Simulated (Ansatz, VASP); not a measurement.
Two plane-wave programs on V

Contents of INCAR:

```
  PREC = Accurate
  ENCUT = 520
  EDIFF = 1E-6
  ISMEAR = -1
  SIGMA = 0.05
  LREAL = False
  LASPH = True
  NELM = 150
  ALGO = Normal
  ISIF = 2
  LWAVE = False
  LCHARG = False
  ISPIN = 2
  MAGMOM = 1
  LORBIT = 11
  LMAXMIX = 4
  GGA = RE
  NBANDS = 16
```

File KPOINTS:

```
Automatic mesh
0
Gamma
  24 24 24
```

The input POSCAR:

```
V
1.0
   -1.5458574860      1.5458574860      1.5458574860
    1.5458574860     -1.5458574860      1.5458574860
    1.5458574860      1.5458574860     -1.5458574860
V
1
Direct
    0.0000000000      0.0000000000      0.0000000000
```

Input for Ansatz:

```yaml
crystal:
  lattice:
    - [-1.545857487, 1.545857487, 1.545857487]
    - [1.545857487, -1.545857487, 1.545857487]
    - [1.545857487, 1.545857487, -1.545857487]
  atoms:
    - { symbol: V, position: [0.0, 0.0, 0.0], spin: 1.0 }
hamiltonian:
  xc: revpbe
  pseudopotentials:
    kind: paw
    azcp:
      V: "pseudopotentials/V.paw.azcp"
basis:
  ecutwfc: 420
  fft_grid_basis: typed
kpoints:
  mp_grid: { grid: [24, 24, 24], shift: [0, 0, 0] }
magnetization:
  spin_polarized: true
scf:
  occupations: { method: fermi_dirac, width: 0.05 }
output:
  stress: true
```

Alike in both runs: task single point; functional revPBE; k mesh 24 × 24 × 24; occupations fermi-dirac, width 0.05 eV; collinear spin.

```csv
,VASP,Ansatz
version,VASP 6.6.1,Ansatz 0.2.0
potentials or method,"VASP PAW PBE potentials, release 64 (V_sv), cutoff 520 eV","plane waves (420 eV) with PAW, scalar-relativistic"
valence electrons in the cell,13,13
```

VASP gave:

* pressure (GPa): -11.3
* net moment per atom (μB): 0.00

Task: Estimate Ansatz's values.

Result: Pressure (GPa): -11.4; net moment per atom (μB): 0.00.

VASP's potentials were made for PBE, not for revPBE. With one functional, cell and mesh, what is left measures potentials, basis and numerics. Ansatz's warnings: seeded moment not kept.
